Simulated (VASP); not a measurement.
A run of VASP 6.6.1 is set up as follows.

The input POSCAR:

```
Ti3Al7
1.0
    3.8240007103      0.0000000000      0.0000000000
    0.0000000000      3.8240007103      0.0000000000
    0.0000000000      0.0000000000     23.5638300741
Ti Al
3 7
Direct
    0.5000000000      0.5000000000      0.3182844205
    0.0000000000      0.0000000000      0.5000000000
    0.5000000000      0.5000000000      0.6817155795
    0.0000000000      0.0000000000      0.3182844205
    0.0000000000      0.5000000000      0.4091422103
    0.5000000000      0.0000000000      0.4091422103
    0.5000000000      0.5000000000      0.5000000000
    0.5000000000      0.0000000000      0.5908577897
    0.0000000000      0.5000000000      0.5908577897
    0.0000000000      0.0000000000      0.6817155795
```

INCAR.step1

```
ALGO = Normal
DIPOL = 0.5 0.5 0.500
EDIFF = 1E-4
ENCUT = 520
GGA = PE
IDIPOL = 3
ISMEAR = 0
LASPH = T
LCHARG = F
LDIPOL = T
LREAL = F
LWAVE = T
NBANDS = 40
NELM = 80
PREC = Accurate
SIGMA = 0.1
```

Contents of INCAR.step2:

```
ALGO = Normal
DIPOL = 0.5 0.5 0.500
EDIFF = 1E-6
ENCUT = 520
IDIPOL = 3
ISIF = 2
ISMEAR = 0
ISTART = 1
LASPH = T
LCHARG = F
LDIPOL = T
LMIXTAU = T
LREAL = F
LWAVE = F
METAGGA = R2SCAN
NBANDS = 40
NELM = 80
PREC = Accurate
SIGMA = 0.1
```

Contents of KPOINTS:

```
k-points
0
Gamma
  9 9 1
```

Potentials or basis: VASP PAW PBE potentials, release 64 (Ti_sv, Al).

Run with:

```sh
$ cat potpaw_PBE.64/Ti_sv/POTCAR potpaw_PBE.64/Al/POTCAR > POTCAR
$ cp INCAR.step1 INCAR
$ mpirun -np 1 vasp_std > vasp.out
$ cp INCAR.step2 INCAR
$ mpirun -np 1 vasp_std > vasp.out
```

**Question.** Estimate the band gap on the k mesh.

**Answer.** Zero (an odd number of electrons rules out a gap without spin polarisation).

**Question.** Estimate the largest force.

**Answer.** 0.215 eV/Å.

Forces on the atoms (eV/Å):
```
Ti   0.000  0.000  0.215
Ti   0.000  0.000  0.000
Ti   0.000  0.000 -0.215
Al   0.000  0.000 -0.007
Al   0.000  0.000 -0.146
Al   0.000  0.000 -0.146
Al   0.000  0.000  0.000
Al   0.000  0.000  0.146
Al   0.000  0.000  0.146
Al   0.000  0.000  0.007
```

Caveat: the PAW data sets were made with another functional, which shifts forces and pressure a little.
